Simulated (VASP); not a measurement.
Wanted: the native input for a VASP 6.6.1 run.

| Property | Result |
| --- | --- |
| Task | single point |
| Functional | PBE |
| Potentials or basis | VASP PAW PBE potentials, release 64 (Fe, O) |
| Cutoff | 520 eV |
| k mesh | 18 × 18 × 18 |
| Occupations | gaussian, width 0.1 eV |
| Spin | collinear spin, ferromagnetic start |
| Starting moments | [3.79, 0.35] μB |
| Dipole correction | no |
| Further INCAR settings | ALGO = Normal; EDIFF = 1e-06; NBANDS = 18 |

The structure of FeO lies in POSCAR:

```
FeO
1.0
    1.5078755906      0.8705723781      2.4627640633
   -1.5078755906      0.8705723781      2.4627640633
    0.0000000000     -1.7411447562      2.4627640633
Fe O
1 1
Direct
    0.0000000000      0.0000000000      0.0000000000
    0.5000000000      0.5000000000      0.5000000000
```

The input as run:

INCAR

```
ALGO = Normal ; EDIFF = 1E-6
ENCUT = 520 ; GGA = PE
ISIF = 2 ; ISMEAR = 0
ISPIN = 2 ; LASPH = True
LCHARG = False ; LMAXMIX = 4
LORBIT = 11 ; LREAL = False
LWAVE = False ; MAGMOM = 3.79 0.35
NBANDS = 18 ; NELM = 150
PREC = Accurate ; SIGMA = 0.1
```

KPOINTS

```
k-points
0
Gamma
  18 18 18
```

Potentials or basis: VASP PAW PBE potentials, release 64 (Fe, O).

Run with:

```bash
$ cat potpaw_PBE.64/Fe/POTCAR potpaw_PBE.64/O/POTCAR > POTCAR
$ mpirun -np 1 vasp_std > vasp.out
```

It gave:

```
Pressure                                              : 6.2 GPa
Band gap on the k mesh                                : zero (filled and empty bands overlap)
Net moment                                            : 4.00 μB per cell
Site moments                                          : Fe +3.61; O +0.31 μB
Valence electrons inside the program's atomic spheres : Fe 6.79; O 5.01
```

Caveat: the cell stands under pressure; a cell with one magnetic atom can't hold antiferromagnetic order, which such compounds often take; semilocal functionals often make such compounds metallic where correlation or magnetic order opens a gap, which also shifts bond lengths.

Run time: 7.6 min on 1 thread of Intel Xeon 8259CL (shared host), peak memory 0.41 GiB.
